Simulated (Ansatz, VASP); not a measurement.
**One calculation of LaSb, two programs**

```xyz
2
Lattice="0.0649 3.2774 3.2774 3.2774 0.0649 3.2774 3.2774 3.2774 0.0649" Properties=species:S:1:pos:R:3 pbc="T T T"
La    0.0000    0.0000    0.0000
Sb    3.3099    3.3099    3.3099
```

Change from the starting cell: equal xy, yz and zx shear strains of +2 %.

Alike in both runs: task single point; functional PBEsol; k mesh 10 × 10 × 10; occupations fermi-dirac, width 0.05 eV; no spin polarisation.

|  | VASP | Ansatz |
| --- | --- | --- |
| version | VASP 6.6.1 | Ansatz 0.2.0 |
| potentials or method | VASP PAW PBE potentials, release 64 (La, Sb), cutoff 520 eV | all-electron LAPW, scalar-relativistic |

Ansatz gave:

| Property | Result |
| --- | --- |
| pressure (GPa) | -0.9 |
| traceless stress, the component that is largest in VASP (GPa) | -0.39 |

Q: What did VASP give for the same quantities?

A: Pressure (GPa): -1.0; traceless stress, the component that is largest in VASP (GPa): -0.39.

VASP's potentials were made for PBE, not for PBEsol. Ansatz ran all-electron here, and VASP with PAW potentials.

Neither program's run includes spin-orbit coupling.
